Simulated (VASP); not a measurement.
Wanted: the native input for a VASP 6.6.1 run.

```yaml
Task: single point
Functional: PBE
Potentials_or_basis: VASP PAW PBE potentials, release 64 (Sb)
Cutoff: 520 eV
k_mesh: 14 × 14 × 14
Occupations: gaussian, width 0.1 eV
Spin: no spin polarisation
Dipole_correction: no
Further_INCAR_settings: ALGO = Normal; EDIFF = 1e-06; NBANDS = 8
```

The structure of Sb lies in POSCAR:

```
Sb
1.0
    2.9807051659      0.0000000000      0.0000000000
    0.0000000000      2.9807051659      0.0000000000
    0.0000000000      0.0000000000      2.9807051659
Sb
1
Direct
    0.0000000000      0.0000000000      0.0000000000
```

This cell differs from its parent crystal: volume scaled by 0.88.

One way to write it, as run:

INCAR

```
  ALGO = Normal
  EDIFF = 1E-6
  ENCUT = 520
  GGA = PE
  ISIF = 2
  ISMEAR = 0
  LASPH = True
  LCHARG = False
  LREAL = False
  LWAVE = False
  NBANDS = 8
  NELM = 80
  PREC = Accurate
  SIGMA = 0.1
```

KPOINTS

```
k-points
0
Gamma
  14 14 14
```

Potentials or basis: VASP PAW PBE potentials, release 64 (Sb).

Launch:

```sh
$ cat potpaw_PBE.64/Sb/POTCAR > POTCAR
$ mpirun -np 1 vasp_std > vasp.out
```

Results of the run:

```json
{"Pressure": "9.2 GPa"}
```

Run time: 13 s on 1 thread of Intel(R) Xeon(R) Platinum 8375C CPU @ 2.90GHz (Ice Lake), on a shared host, peak memory 0.15 GiB.
